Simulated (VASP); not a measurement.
BiRh: electric field gradients with LDA

BiRh:

```
Bi Rh
1.0
     4.17588    0.00000    0.00000
    -2.08794    3.61642    0.00000
     0.00000    0.00000    5.66300
Bi Rh
2 2
Cartesian
  0.0000 2.4109 1.4158
  2.0879 1.2055 4.2473
  0.0000 0.0000 0.0000
  0.0000 0.0000 2.8315
```

This cell differs from its parent crystal: equal xx and yy strain of +2 %.

```json
{"Program": "VASP 6.6.1", "Task": "electric field gradients", "Functional": "LDA", "Potentials or basis": "VASP PAW LDA potentials, release 64 (Bi_d, Rh_pv)", "Cutoff": "520 eV", "k mesh": "12 × 12 × 7", "Occupations": "fermi-dirac, width 0.03 eV", "Spin": "no spin polarisation", "Dipole correction": "no", "Further INCAR settings": "ALGO = Normal; EDIFF = 1e-08; NBANDS = 38"}
```

```yaml
Pressure: -6.9 GPa
Band_gap_on_the_k_mesh: zero (bands 30 and 31 overlap by 2.29 eV)
Largest_electric_field_gradient_by_atom: Bi +176.1; Rh -46.0 V/Å²
```

Stress tensor (GPa, compression positive):
```
-7.11  0.00  0.00
 0.00 -7.11  0.00
 0.00  0.00 -6.45
```

Levels at points of the mesh, in eV from the Fermi level:
```
           k point  band 28  band 29  band 30  band 31  band 32  band 33
(0.00, 0.00, 0.00)    -0.82     1.21     1.21     1.45     3.23     3.31
(0.50, 0.00, 0.00)    -1.51    -0.98    -0.90    -0.77    -0.06     2.85
```

Electric field gradients, principal values (V/Å²):
```tsv
atom	least	middle	greatest (by size)
1 Bi	-88.044	-88.045	176.089
2 Bi	-88.044	-88.045	176.089
3 Rh	22.990	22.990	-45.980
4 Rh	22.990	22.990	-45.980
```

It took 3.1 min on 1 thread of Intel(R) Xeon(R) Platinum 8259CL CPU @ 2.50GHz (Skylake/Cascade Lake), with other jobs on the host, peak memory 0.31 GiB.

Caveat: the cell differs from its parent crystal (equal xx and yy strain of +2 %); the cell stands under tension; without QUAD_EFG the Cq values of the log hold for a quadrupole moment of 1 mb, not for the nuclei; spin-orbit coupling is left out, which moves the levels of the heavy elements.
